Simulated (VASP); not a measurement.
Here is a VASP 6.6.1 calculation.

INCAR

```
PREC     = Accurate       # precision mode
ENCUT    = 600            # plane-wave cutoff, eV
EDIFF    = 1E-6           # SCF threshold, eV
ISMEAR   = -1             # smearing method
SIGMA    = 0.05           # smearing width, eV
LREAL    = F              # projectors in reciprocal space
LASPH    = T              # aspherical terms in the spheres
NELM     = 150            # most SCF steps
ALGO     = Fast           # electronic algorithm
ISIF     = 3              # what is computed and relaxed
LWAVE    = F              # write WAVECAR
LCHARG   = F              # write CHGCAR
ISPIN    = 2              # spin polarisation
MAGMOM   = 1 0            # initial moments
LORBIT   = 11             # projections on sites
LMAXMIX  = 4              # l up to which the mixer works
GGA      = PS             # functional
IBRION   = 2              # ionic algorithm
NSW      = 60             # ionic steps
EDIFFG   = -0.01          # ionic threshold
```

The input KPOINTS:

```
Automatic mesh
0
Gamma
  9 9 9
```

POSCAR

```
AlNi
1.0
    2.8810000000      0.0000000000      0.0000000000
    0.0000000000      2.8810000000      0.0000000000
    0.0000000000      0.0000000000      2.8810000000
Ni Al
1 1
Direct
    0.5000000000      0.5000000000      0.5000000000
    0.0000000000      0.0000000000      0.0000000000
```

Potentials or basis: VASP PAW PBE potentials, release 64 (Ni, Al).

Launch:

```sh
$ cat potpaw_PBE.64/Ni/POTCAR potpaw_PBE.64/Al/POTCAR > POTCAR
$ mpirun -np 1 vasp_std > vasp.out
```

Problem. Estimate the space group after relaxing (to 0.1 Å).

Solution. Pm-3m (No. 221).

Problem. Estimate the net moment.

Solution. 0.00 μB per cell.

Problem. Estimate the relaxed cell.

Solution. a = 2.862 Å, b = 2.862 Å, c = 2.862 Å, α = 90.00°, β = 90.00°, γ = 90.00°.

Problem. What does it give for the relaxed volume?

Solution. 11.72 Å³/atom.

The path:
```tsv
step	energy change (eV)	largest force (eV/Å)	pressure (GPa)	volume (Å³)
1	0.0000	0.0000	-2.95	23.91
2	-0.0029	0.0000	2.25	23.16
3	-0.0048	0.0000	0.12	23.43
```

Caveat: the PAW data sets were made with another functional, which shifts forces and pressure a little.
